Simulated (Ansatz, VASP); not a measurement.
Pb: VASP beside Ansatz

```
Pb
1.0
     3.43971    0.00000    0.00000
    -1.71985    2.97887    0.00000
     0.00000    0.00000    5.65245
Pb
2
Direct
  0.33333 0.66667 0.25000
  0.66667 0.33333 0.75000
```

Alike in both runs: functional LDA; k mesh 14 × 14 × 8; occupations fermi-dirac, width 0.05 eV; non-collinear spin, spin-orbit coupling.

Ansatz relaxed the structure, and its values are those at the end. VASP's run is a single point on that final structure, the one shown.

|  | VASP | Ansatz |
| --- | --- | --- |
| version | VASP 6.6.1 | Ansatz 0.2.0 |
| potentials or method | VASP PAW LDA potentials, release 64 (Pb_d), cutoff 520 eV | all-electron LAPW |

Ansatz gave:

- pressure (GPa): 0.0

Problem. What did VASP give for the same quantities?

Solution. Pressure (GPa): 0.1.

LDA's correlation is that of Perdew and Zunger in VASP and of Perdew and Wang (1992) in Ansatz. Ansatz ran all-electron here, and VASP with PAW potentials.
